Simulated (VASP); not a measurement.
Wanted: the native input for a VASP 6.6.1 run.

```
Task                      : relaxation of the atoms
Functional                : PBE
Dispersion                : D3(BJ)
Potentials or basis       : VASP PAW PBE potentials, release 64 (C, H)
Cutoff                    : 520 eV
k mesh                    : 12 × 12 × 1
Occupations               : gaussian, width 0.1 eV
Spin                      : no spin polarisation
Dipole correction         : yes
Atoms held fixed (from 0) : [0, 1, 2, 3]
Further INCAR settings    : ALGO = Normal; EDIFF = 1e-06; IBRION = 2; EDIFFG = -0.03; NSW = 90
```

The structure of HC10 lies in POSCAR:

```
HC10
1.0
    2.4649634496      0.0000000000      0.0000000000
   -1.2324817248      2.1347209668      0.0000000000
    0.0000000000      0.0000000000     32.4810787678
C H
10 1
Selective dynamics
Direct
    0.0000000000      0.0000000000      0.2616908206  F F F
    0.6666666667      0.3333333333      0.2616908157  F F F
    0.0000000000      0.0000000000      0.3654518341  F F F
    0.3333333333      0.6666666667      0.3654518293  F F F
    0.0000000000      0.0000000000      0.4692128476  T T T
    0.6666666667      0.3333333333      0.4692128428  T T T
    0.0000000000      0.0000000000      0.5729738612  T T T
    0.3333333333      0.6666666667      0.5729738563  T T T
    0.0000000000      0.0000000000      0.6767348747  T T T
    0.6666666667      0.3333333333      0.6767348698  T T T
    0.3333333333      0.6666666667      0.6471792061  T T T
```

One way to write it, as run:

INCAR

```
SYSTEM = HC10
PREC = Accurate ; ENCUT = 520
EDIFF = 1E-6 ; ISMEAR = 0
SIGMA = 0.1 ; LREAL = .FALSE.
LASPH = .TRUE. ; NELM = 100
ALGO = Normal ; ISIF = 2
LWAVE = .FALSE. ; LCHARG = .FALSE.
LDIPOL = .TRUE. ; IDIPOL = 3
DIPOL = 0.5 0.5 0.485 ; GGA = PE
IVDW = 12 ; IBRION = 2
NSW = 90 ; EDIFFG = -0.03
```

KPOINTS

```
Automatic mesh
0
G
  12 12 1
  0 0 0
```

Potentials or basis: VASP PAW PBE potentials, release 64 (C, H).

Run with:

```sh
$ cat potpaw_PBE.64/C/POTCAR potpaw_PBE.64/H/POTCAR > POTCAR
$ mpirun -np 1 vasp_std > vasp.out
```

Results of the run:

```json
{"Band gap on the k mesh": "zero (an odd number of electrons rules out a gap without spin polarisation)", "Dispersion energy per atom": "-0.131 eV"}
```

Run time: 45 min on 1 thread of Intel(R) Xeon(R) Platinum 8259CL CPU @ 2.50GHz (Skylake/Cascade Lake) (shared host), peak memory 0.32 GiB.
